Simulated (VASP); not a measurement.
Here is a VASP 6.6.1 calculation.

Contents of INCAR:

```
PREC = Accurate
ENCUT = 520
EDIFF = 1E-7
ISMEAR = 0
SIGMA = 0.1
LREAL = False
LASPH = True
NELM = 150
ALGO = Fast
ISIF = 2
LWAVE = False
LCHARG = False
ISPIN = 2
MAGMOM = 1 1 1 1
LORBIT = 11
GGA = PE
IVDW = 12
NBANDS = 21
```

File KPOINTS:

```
Automatic mesh
0
Gamma
  8 8 2
```

File POSCAR:

```
C3O
1.0
    1.4505693300     -2.0148353900      0.0000000000
    1.4505693300      2.0148353900      0.0000000000
    0.0000000000      0.0000000000      7.9618748400
C O
3 1
Direct
    0.5000000000      0.5000000000      0.7422130100
    0.0000000000      0.0000000000      0.5000000000
    0.5000000000      0.5000000000      0.2577869900
    0.0000000000      0.0000000000      0.0000000000
```

Potentials or basis: VASP PAW PBE potentials, release 64 (C, O).

Run with:

```sh
$ cat potpaw_PBE.64/C/POTCAR potpaw_PBE.64/O/POTCAR > POTCAR
$ mpirun -np 1 vasp_std > vasp.out
```

Question: What does it give for the largest force?

Answer: 0.446 eV/Å.

Question: Predict the pressure.

Answer: -30.3 GPa.

Question: What does it give for the band gap on the k mesh?

Answer: Zero (filled and empty bands overlap).

Question: Estimate the dispersion energy per atom.

Answer: -0.191 eV.

Forces on the atoms (eV/Å):
```
C    0.000  0.000 -0.446
C    0.000  0.000  0.000
C    0.000  0.000  0.446
O    0.000  0.000  0.000
```

Caveat: the k points lie up to 0.39 Å⁻¹ apart, too coarse for converged energies and pressures of a metal.
